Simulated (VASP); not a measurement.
# Al (I4/mmm) in VASP: a series of runs

Al is run at these levels: PBEsol+D3(BJ); tasks: single point.

Everything below comes from runs of VASP 6.6.1. Logs are shortened: lines on timing, memory, paths and dates and some standing lists are left out, and cuts for length are marked.

## Step 1: The cell of the first run

It takes space group I4/mmm (No. 139, tetragonal). The conventional cell has a = 2.802 Å, b = 2.802 Å, c = 3.764 Å, α = 90.00°, β = 90.00°, γ = 90.00°. Within 3.6 Å of Al (site symmetry 4/mmm) lie 12 Al at 2.73 to 2.80 Å.

## Step 2: Single point, PBEsol+D3(BJ) (strain -0.0500 x Voigt [0, 0, 1, 0, 0, 0])

File INCAR:

```
SYSTEM = Al
PREC = Accurate
ENCUT = 520
EDIFF = 1E-6
ISMEAR = 0
SIGMA = 0.15
LREAL = .False.
LASPH = .True.
NELM = 100
ALGO = Fast
ISIF = 2
LWAVE = .False.
LCHARG = .False.
GGA = PS
IVDW = 12
NBANDS = 8
```

File KPOINTS:

```
regular mesh
0
Gamma
  26 26 26
  0 0 0
```

File POSCAR:

```
Al
1.0
    0.0000000000      1.9812776140      1.8822137333
    1.9812776140      0.0000000000      1.8822137333
    1.9812776140      1.9812776140      0.0000000000
Al
1
Direct
    0.0000000000      0.0000000000      0.0000000000
```

Potentials or basis: VASP PAW PBE potentials, release 64 (Al).

Run with:

```console
cat potpaw_PBE.64/Al/POTCAR > POTCAR
mpirun -np 1 vasp_std > vasp.out
```

OUTCAR:

```text
SYSTEM = Al
   PREC = Accurate
   ENCUT = 520
   EDIFF = 1E-6
   ISMEAR = 0
   LREAL = .False.
   LASPH = .True.
   NELM = 100
   ISIF = 2
   GGA = PS
   IVDW = 12
 IVDW          = 12

 ion  position               nearest neighbor table
   1  0.000  0.000  0.000-

  LATTYP: Found a body centered tetragonal cell.
 ALAT       =     2.8019496725
 C/A-ratio  =     1.3435028843

  Lattice vectors:

 A1 = (   0.0000000000,  -1.9812776140,  -1.8822137333)
 A2 = (   0.0000000000,   1.9812776140,  -1.8822137333)
 A3 = (   1.9812776140,   0.0000000000,   1.8822137333)

Analysis of symmetry for initial positions (statically):
=====================================================================
 Subroutine PRICEL returns:
 Original cell was already a primitive cell.

 Routine SETGRP: Setting up the symmetry group for a
 body centered tetragonal supercell.

 Subroutine GETGRP returns: Found 16 space group operations
 (whereof 16 operations were pure point group operations)
 out of a pool of 16 trial point group operations.

The static configuration has the point symmetry D_4h.

Analysis of symmetry for dynamics (positions and initial velocities):
=====================================================================
 Subroutine PRICEL returns:
 Original cell was already a primitive cell.

 Routine SETGRP: Setting up the symmetry group for a
 body centered tetragonal supercell.

 Subroutine GETGRP returns: Found 16 space group operations
 (whereof 16 operations were pure point group operations)
 out of a pool of 16 trial point group operations.

The dynamic configuration has the point symmetry D_4h.

 Subroutine INISYM returns: Found 16 space group operations
 (whereof 16 operations are pure point group operations),
 and found     1 'primitive' translations

----------------------------------------------------------------------------------------

                                     Primitive cell

  volume of cell :      14.7771

  direct lattice vectors                    reciprocal lattice vectors
     0.000000000  1.981277614  1.882213733    -0.252362413  0.252362413  0.265644646
     1.981277614  0.000000000  1.882213733     0.252362413 -0.252362413  0.265644646
     1.981277614  1.981277614  0.000000000     0.252362413  0.252362413 -0.265644646

  length of vectors
     2.732798844  2.732798844  2.801949673     0.444905218  0.444905218  0.444905218

  position of ions in fractional coordinates (direct lattice)
     0.000000000  0.000000000  0.000000000

  ion indices of the primitive-cell ions
   primitive index   ion index
                 1           1

[... 78 lines left out ...]
   ISYM   =      2    0-nonsym 1-usesym 2-fastsym
   POTIM  = 0.5000    time-step for ionic-motion
   TEBEG  =    0.0;   TEEND  =   0.0 temperature during run
   PSTRESS=    0.0 pullay stress
   NELECT =       3.0000    total number of electrons
   NUPDOWN=      -1.0000    fix difference up-down
   EMIN   =  10.00;   EMAX   =-10.00  energy-range for DOS
   EFERMI =   0.00;   METHOD = LEGACY
   ISMEAR =     0;   SIGMA  =   0.15  broadening in eV -4-tet -1-fermi 0-gaus
   EFERMI_NEDOS =   21; number of points for ismear=-14 and -15
   IALGO  =     68    algorithm
   IMIX   =      4    mixing-type and parameters
     AMIX     =   0.40;   BMIX     =  1.00
     AMIX_MAG =   1.60;   BMIX_MAG =  1.00
  volume/ion in A,a.u.               =      14.78        99.72
  Fermi-wavevector in a.u.,A,eV,Ry     =   0.962171  1.818239 12.595894  0.925772
  Thomas-Fermi vector in A             =   2.091606
   LORBIT       =      0    0 simple, 1 ext, 2 COOP (PROOUT), +10 PAW based schemes
   GGA     = PS    functional components
   LHFCALC =     F    Hartree Fock is set to
   AEXX    =    0.0000 exact exchange contribution
   IVDW    =    12    specifies the selected vdW correction
   LEPSILON=     F    determine dielectric tensor
   LRPA    =     F    only Hartree local field effects (RPA)
 non-spin polarized calculation
 RMM-DIIS sequential band-by-band and
 Gauss-broadening in eV      SIGMA  =   0.15
  energy-cutoff  :      520.00
  volume of cell :       14.78
 maximum number of plane-waves:       415
   NGX = 11   NGY = 11   NGZ = 11

 number of electron       3.0000000 magnetization

 Free energy of the ion-electron system (eV)
  ---------------------------------------------------
  ext. energy  EPLUGINS =         0.00000000
  ---------------------------------------------------
  free energy    TOTEN  =        -4.05033038 eV

  energy without entropy =       -4.04613881  energy(sigma->0) =       -4.04823459

 E-fermi :   9.1366     XC(G=0): -10.6658

 val. band max:        9.1255913253   @ k =  -0.3077   0.1923   0.4615
 cond. band min:       9.1369355288   @ k =  -0.4615  -0.0000   0.3462
 fundamental gap:      0.0113442035
 Fermi energy:         9.1366178891

 k-point     1 :       0.0000    0.0000    0.0000
  band No.  band energies     occupation
      1      -2.7661      2.00000
      2      22.2110      0.00000
      3      22.2110      0.00000
      4      22.7884      0.00000
      5      24.6366      0.00000
      6      24.8191      0.00000
      7      24.8191      0.00000
      8      26.5031      0.00000
[... 243 lines left out ...]
 k-point    24 :       0.3846    0.0385    0.0000
  band No.  band energies     occupation
      1       1.2925      2.00000
      2       8.3265      2.00000
      3      19.4095      0.00000
      4      21.0567      0.00000
      5      22.8850      0.00000
      6      23.0246      0.00000
      7      25.7321      0.00000
      8      27.1795      0.00000

 [... further k-points ...]

------------------------ aborting loop because EDIFF is reached ----------------------------------------

 Edisp (eV)   -0.35509

 E8    (eV) :    -0.2391

  FORCE on cell =-STRESS in cart. coord.  units (eV):
  Direction    XX          YY          ZZ          XY          YZ          ZX
  --------------------------------------------------------------------------------------
  -------------------------------------------------------------------------------------
  Total       0.38529     0.38529     0.77860     0.00000     0.00000    -0.00000
  in kB      41.77419    41.77419    84.41790     0.00000     0.00000    -0.00000
  external pressure =       55.99 kB  Pullay stress =        0.00 kB

 VOLUME and BASIS-vectors are now :
 -----------------------------------------------------------------------------
  energy-cutoff  :      520.00
  volume of cell :       14.78
      direct lattice vectors                 reciprocal lattice vectors
     0.000000000  1.981277614  1.882213733    -0.252362413  0.252362413  0.265644646
     1.981277614  0.000000000  1.882213733     0.252362413 -0.252362413  0.265644646
     1.981277614  1.981277614  0.000000000     0.252362413  0.252362413 -0.265644646

 POSITION                                       TOTAL-FORCE (eV/Angst)
 -----------------------------------------------------------------------------------
      0.00000      0.00000      0.00000         0.000000      0.000000     -0.000000
 -----------------------------------------------------------------------------------
    total drift:                               -0.000000      0.000000      0.000000

  FREE ENERGIE OF THE ION-ELECTRON SYSTEM (eV)
  ---------------------------------------------------
  free  energy   TOTEN  =        -4.4054154104 eV

  energy  without entropy=       -4.4012238470  energy(sigma->0) =       -4.40331963
```

OSZICAR:

```text
N       E                     dE             d eps       ncg     rms          rms(c)
DAV:   1    -0.254200775482E+01   -0.25420E+01   -0.89423E+02 21360   0.206E+02
DAV:   2    -0.407448307054E+01   -0.15325E+01   -0.14898E+01 29936   0.199E+01
DAV:   3    -0.408118821363E+01   -0.67051E-02   -0.67021E-02 27736   0.148E+00
DAV:   4    -0.408120215179E+01   -0.13938E-04   -0.13938E-04 33304   0.577E-02
DAV:   5    -0.408120218112E+01   -0.29323E-07   -0.30147E-07 27952   0.145E-03    0.161E+00
RMM:   6    -0.406276424715E+01    0.18438E-01   -0.10968E-03 21323   0.163E-01    0.929E-01
RMM:   7    -0.405030740641E+01    0.12457E-01   -0.34708E-03 25567   0.284E-01    0.154E-01
RMM:   8    -0.405032760735E+01   -0.20201E-04   -0.28871E-04 24137   0.101E-01    0.368E-02
RMM:   9    -0.405033138846E+01   -0.37811E-05   -0.37487E-05 24938   0.396E-02    0.128E-02
RMM:  10    -0.405033020411E+01    0.11844E-05   -0.58558E-06 25012   0.146E-02    0.137E-02
RMM:  11    -0.405033037639E+01   -0.17228E-06   -0.12154E-06 21270   0.646E-03
   1 F= -.44054154E+01 E0= -.44033196E+01  d E =-.419156E-02
```

It took 81 s on 1 thread of Intel Xeon Platinum 8375C at 2.90GHz (Ice Lake), shared host; peak memory 0.25 GiB.

What came out:

```
Free energy                : -4.4054 eV
Pressure                   : 5.6 GPa
Dispersion energy per atom : -0.355 eV
```

Stress tensor (GPa, compression positive):
```
4.18 0.00 0.00
0.00 4.18 0.00
0.00 0.00 8.44
```

Caveat: the cell differs from its parent crystal (strain -0.0500 x Voigt [0, 0, 1, 0, 0, 0]); the PAW data sets were made with another functional, which shifts forces and pressure a little; pairwise dispersion overbinds metals, which lowers pressure and volume.

## Step 3: Single point, PBEsol+D3(BJ) (strain +0.1000 x Voigt [0, 0, 1, 0, 0, 0])

File INCAR:

```
SYSTEM = Al
ALGO = Fast
EDIFF = 1E-6
ENCUT = 520
GGA = PS
ISIF = 2
ISMEAR = 0
IVDW = 12
LASPH = .True.
LCHARG = .False.
LREAL = .False.
LWAVE = .False.
NBANDS = 8
NELM = 60
PREC = Accurate
SIGMA = 0.15
```

File KPOINTS:

```
k-points
0
Gamma
  26 26 26
  0 0 0
```

File POSCAR:

```
Al
1.0
    0.0000000000      1.9812776140      2.1794053754
    1.9812776140      0.0000000000      2.1794053754
    1.9812776140      1.9812776140      0.0000000000
Al
1
Direct
    0.0000000000      0.0000000000      0.0000000000
```

Potentials or basis: VASP PAW PBE potentials, release 64 (Al).

Run with:

```console
cat potpaw_PBE.64/Al/POTCAR > POTCAR
mpirun -np 1 vasp_std > vasp.out
```

OUTCAR:

```text
SYSTEM = Al
   EDIFF = 1E-6
   ENCUT = 520
   GGA = PS
   ISIF = 2
   ISMEAR = 0
   IVDW = 12
   LASPH = .True.
   LREAL = .False.
   NELM = 60
   PREC = Accurate
 IVDW          = 12

 ion  position               nearest neighbor table
   1  0.000  0.000  0.000-

  LATTYP: Found a body centered tetragonal cell.
 ALAT       =     2.8019496725
 C/A-ratio  =     1.5556349186

  Lattice vectors:

 A1 = (  -1.9812776140,   0.0000000000,   2.1794053754)
 A2 = (   1.9812776140,   0.0000000000,   2.1794053754)
 A3 = (   0.0000000000,   1.9812776140,  -2.1794053754)

Analysis of symmetry for initial positions (statically):
=====================================================================
 Subroutine PRICEL returns:
 Original cell was already a primitive cell.

 Routine SETGRP: Setting up the symmetry group for a
 body centered tetragonal supercell.

 Subroutine GETGRP returns: Found 16 space group operations
 (whereof 16 operations were pure point group operations)
 out of a pool of 16 trial point group operations.

The static configuration has the point symmetry D_4h.

Analysis of symmetry for dynamics (positions and initial velocities):
[... 165 lines left out ...]

 k-point     1 :       0.0000    0.0000    0.0000
  band No.  band energies     occupation
      1      -3.3045      2.00000
      2      19.3814      0.00000
      3      20.4333      0.00000
      4      20.4333      0.00000
      5      21.1731      0.00000
      6      21.1731      0.00000
      7      21.3369      0.00000
      8      23.9332      0.00000
[... 243 lines left out ...]
 k-point    24 :       0.3846    0.0385    0.0000
  band No.  band energies     occupation
      1       0.3047      2.00000
      2       6.9907      2.00000
      3      16.9701      0.00000
      4      18.1719      0.00000
      5      18.3132      0.00000
      6      21.7376      0.00000
      7      22.2242      0.00000
      8      25.2281      0.00000

 [... further k-points ...]

------------------------ aborting loop because EDIFF is reached ----------------------------------------

 Edisp (eV)   -0.30587

 E8    (eV) :    -0.2060

  FORCE on cell =-STRESS in cart. coord.  units (eV):
  Direction    XX          YY          ZZ          XY          YZ          ZX
  --------------------------------------------------------------------------------------
  -------------------------------------------------------------------------------------
  Total      -0.52465    -0.52465    -0.99304     0.00000     0.00000     0.00000
  in kB     -49.12711   -49.12711   -92.98593     0.00000     0.00000     0.00000
  external pressure =      -63.75 kB  Pullay stress =        0.00 kB

 VOLUME and BASIS-vectors are now :
 -----------------------------------------------------------------------------
  energy-cutoff  :      520.00
  volume of cell :       17.11
      direct lattice vectors                 reciprocal lattice vectors
     0.000000000  1.981277614  2.179405375    -0.252362413  0.252362413  0.229420376
     1.981277614  0.000000000  2.179405375     0.252362413 -0.252362413  0.229420376
     1.981277614  1.981277614  0.000000000     0.252362413  0.252362413 -0.229420376

 POSITION                                       TOTAL-FORCE (eV/Angst)
 -----------------------------------------------------------------------------------
      0.00000      0.00000      0.00000         0.000000      0.000000      0.000000
 -----------------------------------------------------------------------------------
    total drift:                                0.000000      0.000000     -0.000000

  FREE ENERGIE OF THE ION-ELECTRON SYSTEM (eV)
  ---------------------------------------------------
  free  energy   TOTEN  =        -4.3730985546 eV

  energy  without entropy=       -4.3684964029  energy(sigma->0) =       -4.37079748
```

stdout:

```text
POSCAR found type information on POSCAR Al
 POSCAR found :  1 types and       1 ions
 scaLAPACK will be used
 -----------------------------------------------------------------------------
|                                                                             |
|                                                                             |
|     You enforced a specific xc type in the INCAR file but a different       |
|     I HOPE YOU KNOW WHAT YOU ARE DOING!                                     |
|                                                                             |
 -----------------------------------------------------------------------------

 LDA part: xc-table for (Slater+PW92), standard interpolation
 POSCAR, INCAR and KPOINTS ok, starting setup
 FFT: planning ... GRIDC
 FFT: planning ... GRID_SOFT
 FFT: planning ... GRID
 WAVECAR not read
 entering main loop
```

Wall time 76 s (1 thread of Intel Xeon Platinum 8375C at 2.90GHz (Ice Lake), shared host); peak memory 0.27 GiB.

What came out:

```
Free energy                : -4.3731 eV
Pressure                   : -6.4 GPa
Dispersion energy per atom : -0.306 eV
```

Stress tensor (GPa, compression positive):
```
-4.91  0.00  0.00
 0.00 -4.91  0.00
 0.00  0.00 -9.30
```

Levels at points of the mesh, in eV from the Fermi level:
```
           k point  band 1  band 2  band 3  band 4  band 5  band 6
(0.00, 0.00, 0.00)  -10.87   11.81   12.86   12.86   13.60   13.60
(0.50, 0.00, 0.00)   -4.43   -4.29    9.56   10.02   12.22   12.36
(0.50, 0.50, 0.00)   -3.62   -2.85    5.98    6.60    6.60    9.92
(0.50, 0.00, 0.50)   -2.36   -0.94    4.60    5.00    5.29    8.16
```

Caveat: the cell differs from its parent crystal (strain +0.1000 x Voigt [0, 0, 1, 0, 0, 0]); the PAW data sets were made with another functional, which shifts forces and pressure a little; pairwise dispersion overbinds metals, which lowers pressure and volume.
